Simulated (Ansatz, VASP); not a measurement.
## One calculation of Cu, two programs

The input INCAR:

```
SYSTEM = Cu
ALGO = Fast ; EDIFF = 1E-7
ENCUT = 520 ; GGA = PE
ISIF = 2 ; ISMEAR = 0
LASPH = .TRUE. ; LCHARG = .TRUE.
LELF = .TRUE. ; LREAL = .FALSE.
LVHAR = .TRUE. ; LWAVE = .FALSE.
NBANDS = 12 ; NELM = 80
PREC = Accurate ; SIGMA = 0.15
```

Contents of KPOINTS:

```
k-points
0
G
  20 20 20
  0 0 0
```

The input POSCAR:

```
Cu
1.0
   -0.1270014366      2.0864521729      1.8143062373
    1.5421603017     -0.1270014366      1.8143062373
    1.4151588651      1.9594507363      0.0000000000
Cu
1
Direct
    0.0000000000      0.0000000000      0.0000000000
```

Input for Ansatz:

```yaml
crystal:
  lattice:
    - [-0.1270014366, 2.0864521729, 1.8143062373]
    - [1.5421603017, -0.1270014366, 1.8143062373]
    - [1.4151588651, 1.9594507363, 0.0]
  atoms:
    - { symbol: Cu, position: [0.0, 0.0, 0.0] }
basis:
  ecutwfc: 520.0
kpoints:
  mp_grid: { grid: [20, 20, 20] }
hamiltonian:
  xc: pbe
  pseudopotentials: { kind: paw, azcp: { folder: soft_1 } }
scf:
  occupations: { method: gaussian, width: 0.15 }
output:
  forces: true
  stress: true
  eigenvalues: true
```

Change from the starting cell: engineering shear strain xy -0.1400, strain +e along x and -e along y -0.1500.

Alike in both runs: task single point; functional PBE; k mesh 20 × 20 × 20; occupations gaussian, width 0.15 eV; no spin polarisation.

|  | VASP | Ansatz |
| --- | --- | --- |
| version | VASP 6.6.1 | Ansatz 0.2.0 |
| potentials or method | VASP PAW PBE potentials, release 64 (Cu), cutoff 520 eV | scalar-relativistic, plane waves, PAW |
| valence electrons in the cell | 11 | 19 |

```csv
,VASP,Ansatz,Ansatz less VASP
gap on the k mesh at the Fermi level (eV),none,none,-
pressure (GPa),9.6,9.0,-0.60
"traceless stress, the component that is largest in VASP (GPa)",-10.00,-10.09,-0.088
```

A gap of «none» marks a metal or a gap that the smearing closes. VASP's potentials hold 11 valence electrons a cell and Ansatz's 19, so a difference there can come from the potentials and not from the codes.
